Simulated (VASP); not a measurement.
# Sn (I4_1/amd) in VASP: further runs, part 3 of 3

VASP 6.6.1. Earlier steps stand in the parts before.

### 5 Single point, PBEsol

This run uses another cell than the first one, of the same volume but with other edges.

File INCAR:

```
SYSTEM = Sn
PREC = Accurate
ENCUT = 520
EDIFF = 1E-6
ISMEAR = 0
SIGMA = 0.15
LREAL = .False.
LASPH = .True.
NELM = 80
ALGO = Fast
ISIF = 2
LWAVE = .False.
LCHARG = .False.
GGA = PS
NBANDS = 21
```

File KPOINTS:

```
Automatic mesh
0
Gamma
  14 14 14
  0 0 0
```

File POSCAR:

```
Sn
1.0
    0.0000000000      3.0542265353      3.6650718424
    3.0542265353      0.0000000000      3.6650718424
    3.0542265353      3.0542265353      0.0000000000
Sn
2
Direct
    0.5000000000      0.5000000000      0.5000000000
    0.7500000000      0.7500000000      0.7500000000
```

Potentials or basis: VASP PAW PBE potentials, release 64 (Sn_d).

On the command line:

```
$ cat potpaw_PBE.64/Sn_d/POTCAR > POTCAR
$ mpirun -np 1 vasp_std > vasp.out
```

OUTCAR:

```text
SYSTEM = Sn
   PREC = Accurate
   ENCUT = 520
   EDIFF = 1E-6
   ISMEAR = 0
   LREAL = .False.
   LASPH = .True.
   NELM = 80
   ISIF = 2
   GGA = PS

 ion  position               nearest neighbor table
   1  0.500  0.500  0.500-   2 2.83   2 2.83   2 2.83   2 2.83
   2  0.750  0.750  0.750-   1 2.83   1 2.83   1 2.83   1 2.83

  LATTYP: Found a body centered tetragonal cell.
 ALAT       =     4.3193285888
 C/A-ratio  =     1.6970562749

  Lattice vectors:

 A1 = (  -3.0542265353,   0.0000000000,   3.6650718424)
 A2 = (   3.0542265353,   0.0000000000,   3.6650718424)
 A3 = (   0.0000000000,   3.0542265353,  -3.6650718424)

Analysis of symmetry for initial positions (statically):
=====================================================================
 Subroutine PRICEL returns:
 Original cell was already a primitive cell.

 Routine SETGRP: Setting up the symmetry group for a
 body centered tetragonal supercell.

 Subroutine GETGRP returns: Found 16 space group operations
 (whereof  8 operations were pure point group operations)
 out of a pool of 16 trial point group operations.

The static configuration has the point symmetry D_2d.
 The point group associated with its full space group is D_4h.

Analysis of symmetry for dynamics (positions and initial velocities):
=====================================================================
 Subroutine PRICEL returns:
 Original cell was already a primitive cell.

 Routine SETGRP: Setting up the symmetry group for a
 body centered tetragonal supercell.

 Subroutine GETGRP returns: Found 16 space group operations
 (whereof  8 operations were pure point group operations)
 out of a pool of 16 trial point group operations.

The dynamic configuration has the point symmetry D_2d.
 The point group associated with its full space group is D_4h.

 Subroutine INISYM returns: Found 16 space group operations
 (whereof  8 operations are pure point group operations),
 and found     1 'primitive' translations

----------------------------------------------------------------------------------------

                                     Primitive cell

  volume of cell :      68.3778

  direct lattice vectors                    reciprocal lattice vectors
     0.000000000  3.054226535  3.665071842    -0.163707569  0.163707569  0.136422974
     3.054226535  0.000000000  3.665071842     0.163707569 -0.163707569  0.136422974
     3.054226535  3.054226535  0.000000000     0.163707569  0.163707569 -0.136422974

  length of vectors
     4.770854362  4.770854362  4.319328589     0.268722094  0.268722094  0.268722094

  position of ions in fractional coordinates (direct lattice)
     0.500000000  0.500000000  0.500000000
     0.750000000  0.750000000  0.750000000

  ion indices of the primitive-cell ions
   primitive index   ion index
                 1           1
                 2           2

----------------------------------------------------------------------------------------

 KPOINTS: Automatic mesh

Automatic generation of k-mesh.
 Grid dimensions read from file:
 generate k-points for:   14   14   14

 Generating k-lattice:

  Cartesian coordinates                     Fractional coordinates (reciprocal lattice)
    -0.011693398  0.011693398  0.009744498     0.071428571 -0.000000000  0.000000000
     0.011693398 -0.011693398  0.009744498    -0.000000000  0.071428571  0.000000000
     0.011693398  0.011693398 -0.009744498     0.000000000  0.000000000  0.071428571

  Length of vectors
     0.019194435  0.019194435  0.019194435

  Shift w.r.t. Gamma in fractional coordinates (k-lattice)
     0.000000000  0.000000000  0.000000000

 Subroutine IBZKPT returns following result:
 ===========================================

 Found    244 irreducible k-points:

 Following reciprocal coordinates:
            Coordinates               Weight
  0.000000  0.000000  0.000000      1.000000
  0.071429 -0.000000  0.000000      8.000000
  0.142857  0.000000  0.000000      8.000000
  0.214286 -0.000000  0.000000      8.000000
  0.285714  0.000000  0.000000      8.000000
  0.357143 -0.000000  0.000000      8.000000
[... 16 lines left out ...]
  0.214286  0.142857  0.000000      8.000000
  0.285714  0.142857  0.000000      8.000000
 [... further k-points ...]
   k-points           NKPTS =    244   k-points in BZ     NKDIM =    244   number of bands    NBANDS=     21
   number of dos      NEDOS =    301   number of ions     NIONS =      2
   total plane-waves  NPLWV =  41472
   dimension x,y,z NGX =    36 NGY =   36 NGZ =   32
   dimension x,y,z NGXF=    72 NGYF=   72 NGZF=   64
   ions per type =               2
   NGX,Y,Z   is equivalent  to a cutoff of  12.54, 12.54, 12.32 a.u.
   NGXF,Y,Z  is equivalent  to a cutoff of  25.09, 25.09, 24.63 a.u.
 SYSTEM =  Sn
   PREC   = accura    normal or accurate (medium, high low for compatibility)
   ISTART =      0    job   : 0-new  1-cont  2-samecut
   ICHARG =      2    charge: 1-file 2-atom 10-const
   ISPIN  =      1    spin polarized calculation?
   LNONCOLLINEAR =      F non collinear calculations
   LSORBIT =      F    spin-orbit coupling
   LASPH  =      T    aspherical Exc in radial PAW
   ENCUT  =  520.0 eV  38.22 Ry    6.18 a.u.   8.87  8.87  8.03*2*pi/ulx,y,z
   NELM   =     80;   NELMIN=  2; NELMDL= -5     # of ELM steps
   EDIFF  = 0.1E-05   stopping-criterion for ELM
   LREAL  =      F    real-space projection
   EDIFFG = 0.1E-04   stopping-criterion for IOM
   NSW    =      0    number of steps for IOM
   IBRION =     -1    ionic relax: 0-MD 1-quasi-New 2-CG
   NFREE  =      0    steps in history (QN), initial steepest desc. (CG)
   ISIF   =      2    stress and relaxation
   ISYM   =      2    0-nonsym 1-usesym 2-fastsym
   POTIM  = 0.5000    time-step for ionic-motion
   TEBEG  =    0.0;   TEEND  =   0.0 temperature during run
   PSTRESS=    0.0 pullay stress
   NELECT =      28.0000    total number of electrons
   NUPDOWN=      -1.0000    fix difference up-down
   EMIN   =  10.00;   EMAX   =-10.00  energy-range for DOS
   EFERMI =   0.00;   METHOD = LEGACY
   ISMEAR =     0;   SIGMA  =   0.15  broadening in eV -4-tet -1-fermi 0-gaus
   EFERMI_NEDOS =   21; number of points for ismear=-14 and -15
   IALGO  =     68    algorithm
   IMIX   =      4    mixing-type and parameters
     AMIX     =   0.40;   BMIX     =  1.00
     AMIX_MAG =   1.60;   BMIX_MAG =  1.00
  volume/ion in A,a.u.               =      34.19       230.72
  Fermi-wavevector in a.u.,A,eV,Ry     =   1.215689  2.297319 20.108049  1.477900
  Thomas-Fermi vector in A             =   2.351068
   LORBIT       =      0    0 simple, 1 ext, 2 COOP (PROOUT), +10 PAW based schemes
   GGA     = PS    functional components
   LHFCALC =     F    Hartree Fock is set to
   AEXX    =    0.0000 exact exchange contribution
   IVDW    =     0    specifies the selected vdW correction
   LEPSILON=     F    determine dielectric tensor
   LRPA    =     F    only Hartree local field effects (RPA)
 non-spin polarized calculation
 RMM-DIIS sequential band-by-band and
 Gauss-broadening in eV      SIGMA  =   0.15
  energy-cutoff  :      520.00
  volume of cell :       68.38
 maximum number of plane-waves:      1864
   NGX = 17   NGY = 17   NGZ = 17

 number of electron      28.0000004 magnetization

 Free energy of the ion-electron system (eV)
  ---------------------------------------------------
  ext. energy  EPLUGINS =         0.00000000
  ---------------------------------------------------
  free energy    TOTEN  =        -8.29432224 eV

  energy without entropy =       -8.29015286  energy(sigma->0) =       -8.29223755

 E-fermi :   5.5865     XC(G=0):  -9.0974

 val. band max:        5.5438890636   @ k =   0.2143  -0.0000   0.0000
 cond. band min:       5.5933523117   @ k =  -0.4286   0.0714   0.0000
 fundamental gap:      0.0494632481
 Fermi energy:         5.5864965225

 k-point     1 :       0.0000    0.0000    0.0000
  band No.  band energies     occupation
      1     -16.1121      2.00000
      2     -16.1121      2.00000
      3     -16.0554      2.00000
      4     -16.0432      2.00000
      5     -16.0253      2.00000
      6     -15.8143      2.00000
[... 13 lines left out ...]
     20      11.7087      0.00000
     21      12.1933      0.00000
[... 529 lines left out ...]
 k-point    24 :       0.2857    0.1429    0.0000
  band No.  band energies     occupation
      1     -16.1466      2.00000
      2     -16.1372      2.00000
      3     -16.1062      2.00000
      4     -15.9949      2.00000
      5     -15.9318      2.00000
      6     -15.8985      2.00000
[... 13 lines left out ...]
     20      12.6976      0.00000
     21      14.0769      0.00000

 [... further k-points ...]

------------------------ aborting loop because EDIFF is reached ----------------------------------------

  FORCE on cell =-STRESS in cart. coord.  units (eV):
  Direction    XX          YY          ZZ          XY          YZ          ZX
  --------------------------------------------------------------------------------------
  -------------------------------------------------------------------------------------
  Total        1.2517572      1.2517572     -1.5308905      0.0000000      0.0000000     -0.0000000
  in kB       29.3302463     29.3302463    -35.8706896      0.0000000      0.0000000     -0.0000000
  external PRESSURE =       7.5966010 kB  Pullay stress =       0.0000000 kB

 VOLUME and BASIS-vectors are now :
 -----------------------------------------------------------------------------
  energy-cutoff  :      520.00
  volume of cell :       68.38
      direct lattice vectors                 reciprocal lattice vectors
     0.000000000  3.054226535  3.665071842    -0.163707569  0.163707569  0.136422974
     3.054226535  0.000000000  3.665071842     0.163707569 -0.163707569  0.136422974
     3.054226535  3.054226535  0.000000000     0.163707569  0.163707569 -0.136422974

 POSITION                                       TOTAL-FORCE (eV/Angst)
 -----------------------------------------------------------------------------------
      3.05423      3.05423      3.66507        -0.000000     -0.000000      0.000000
      4.58134      4.58134      5.49761         0.000000      0.000000      0.000000
 -----------------------------------------------------------------------------------
    total drift:                                0.000000      0.000000      0.000000

  FREE ENERGIE OF THE ION-ELECTRON SYSTEM (eV)
  ---------------------------------------------------
  free  energy   TOTEN  =        -8.2943222443 eV

  energy  without entropy=       -8.2901528623  energy(sigma->0) =       -8.29223755
```

stdout:

```text
POSCAR found type information on POSCAR Sn
 POSCAR found :  1 types and       2 ions
 scaLAPACK will be used
 -----------------------------------------------------------------------------
|                                                                             |
|                                                                             |
|     You enforced a specific xc type in the INCAR file but a different       |
|     I HOPE YOU KNOW WHAT YOU ARE DOING!                                     |
|                                                                             |
 -----------------------------------------------------------------------------

 LDA part: xc-table for (Slater+PW92), standard interpolation
 POSCAR, INCAR and KPOINTS ok, starting setup
 FFT: planning ... GRIDC
 FFT: planning ... GRID_SOFT
 FFT: planning ... GRID
 WAVECAR not read
 entering main loop
WARNING in EDDRMM: call to ZHEGV failed, returncode =   8  4     19
WARNING in EDDRMM: call to ZHEGV failed, returncode =   8  4     20
```

It took 8 min on 1 thread of Intel Xeon 8259CL, shared host; peak memory 0.4 GiB.

Results:

- Free energy: -8.2943 eV
- Pressure: 0.8 GPa
- Band gap on the k mesh: zero (bands 14 and 15 overlap by 0.91 eV)

Caveat: the stress differs along the axes, from -4 to 3 GPa; the PAW data sets were made with another functional, which shifts forces and pressure a little; spin-orbit coupling is left out, which moves the levels of the heavy elements.

### 6 Single point, PBEsol

This run uses another cell than the first one, of the same volume but with other edges.

File INCAR:

```
SYSTEM = Sn
PREC = Accurate
ENCUT = 520
EDIFF = 1E-6
ISMEAR = 0
SIGMA = 0.15
LREAL = .FALSE.
LASPH = .TRUE.
NELM = 80
ALGO = Fast
ISIF = 2
LWAVE = .FALSE.
LCHARG = .FALSE.
GGA = PS
NBANDS = 21
```

File KPOINTS:

```
regular mesh
0
G
  14 14 14
  0 0 0
```

File POSCAR:

```
Sn
1.0
    0.0000000000      3.5258469821      2.7501606460
    3.5258469821      0.0000000000      2.7501606460
    3.5258469821      3.5258469821      0.0000000000
Sn
2
Direct
    0.5000000000      0.5000000000      0.5000000000
    0.7500000000      0.7500000000      0.7500000000
```

Potentials or basis: VASP PAW PBE potentials, release 64 (Sn_d).

On the command line:

```
$ cat potpaw_PBE.64/Sn_d/POTCAR > POTCAR
$ mpirun -np 1 vasp_std > vasp.out
```

Run time: 9.5 min. Hardware: 1 thread of Intel Xeon 8259CL, shared host; peak memory 0.42 GiB.

Results (log left out):

```yaml
Free_energy: -8.2894 eV
Pressure: -0.1 GPa
Band_gap_on_the_k_mesh: zero (bands 14 and 15 overlap by 0.95 eV)
```

Stress tensor (GPa, compression positive):
```
-1.22  0.00  0.00
 0.00 -1.22  0.00
 0.00  0.00  2.25
```

Levels at points of the mesh, in eV from the Fermi level:
| k point | band 10 | band 11 | band 12 | band 13 | band 14 | band 15 | band 16 | band 17 | band 18 | band 19 |
| --- | --- | --- | --- | --- | --- | --- | --- | --- | --- | --- |
| (0.00, 0.00, 0.00) | -21.08 | -10.43 | -0.93 | -0.26 | -0.26 | 1.04 | 1.84 | 2.84 | 2.84 | 5.11 |
| (0.50, 0.00, 0.00) | -21.07 | -8.77 | -6.17 | -1.68 | -0.50 | -0.35 | 2.77 | 4.13 | 6.30 | 7.39 |
| (0.50, 0.50, 0.00) | -21.17 | -6.84 | -6.84 | -3.10 | -3.10 | 0.07 | 0.07 | 7.85 | 7.85 | 9.20 |
| (0.50, 0.00, 0.50) | -21.07 | -7.64 | -7.64 | -1.71 | -1.71 | 1.45 | 1.45 | 6.21 | 6.21 | 7.52 |

Caveat: the PAW data sets were made with another functional, which shifts forces and pressure a little; spin-orbit coupling is left out, which moves the levels of the heavy elements.

### 7 The runs side by side

| cell | further INCAR settings | gap on the mesh (eV) | pressure (GPa) |
| --- | --- | --- | --- |
| a = 4.462, b = 4.462, c = 5.152 Å, angles 54.7, 54.7, 70.5°, 2 atoms | ALGO = Fast; EDIFF = 1e-06; NBANDS = 21 | none | -1.0 |
| a = 5.008, b = 5.008, c = 4.089 Å, angles 65.9, 65.9, 48.2°, 2 atoms | ALGO = Fast; EDIFF = 1e-06; NBANDS = 21 | none | 0.2 |
| a = 4.497, b = 4.497, c = 4.845 Å, angles 57.4, 57.4, 65.2°, 2 atoms | ALGO = Fast; EDIFF = 1e-07; NBANDS = 21 | none | 0.6 |
| a = 4.771, b = 4.771, c = 4.319 Å, angles 63.1, 63.1, 53.8°, 2 atoms | ALGO = Fast; EDIFF = 1e-06; NBANDS = 21 | none | 0.8 |
| a = 4.472, b = 4.472, c = 4.986 Å, angles 56.1, 56.1, 67.8°, 2 atoms | ALGO = Fast; EDIFF = 1e-06; NBANDS = 21 | none | -0.1 |

Alike in all rows: task single point; level PBEsol; potentials or basis VASP PAW PBE potentials, release 64 (Sn_d); no spin polarisation; k mesh 14 × 14 × 14; cutoff (eV) 520; smearing gaussian 0.15 eV.

Caveats: the PAW data sets were made with another functional, which shifts forces and pressure a little; spin-orbit coupling is left out, which moves the levels of the heavy elements; the stress differs along the axes, from -4 to 2 GPa (at least some runs); the stress differs along the axes, from -4 to 3 GPa (at least some runs).

Absolute energies hang on the potentials; compare differences alone.

The gap in the log of VASP goes by the Fermi energy; the results here count the filled bands.